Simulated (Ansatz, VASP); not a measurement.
**Be2Cl3: VASP beside Ansatz**

```
Be Cl
1.0
     2.97767    1.71916    7.04472
    -2.97767    1.71916    7.04472
     0.00000   -3.43832    7.04472
Be Cl
4 6
Cartesian
  0.0000 0.0000 9.3712
  0.0000 0.0000 1.1959
  0.0000 0.0000 11.7629
  0.0000 0.0000 19.9383
  -0.9016 1.7192 12.3283
  -1.0380 -1.6404 12.3283
  1.9396 -0.0788 12.3283
  0.9016 -1.7192 8.8059
  1.0380 1.6404 8.8059
  -1.9396 0.0788 8.8059
```

Alike in both runs: functional PBE; k mesh 6 × 6 × 6; occupations gaussian, width 0.1 eV; no spin polarisation.

Ansatz relaxed the structure, and its values are those at the end. VASP's run is a single point on that final structure, the one shown.

```csv
,VASP,Ansatz
version,VASP 6.6.1,Ansatz 0.2.0
potentials or method,"VASP PAW PBE potentials, release 64 (Be, Cl), cutoff 520 eV","scalar-relativistic, plane waves, PAW"
valence electrons in the cell,50,50
```

```tsv
	VASP	Ansatz	Ansatz less VASP
gap on the k mesh at the Fermi level (eV)	none	none	-
pressure (GPa)	0.0	0.0	+0.04
```

A gap of «none» marks a metal or a gap that the smearing closes. The functional is the same, so the differences come from potentials, cutoffs and numerics.
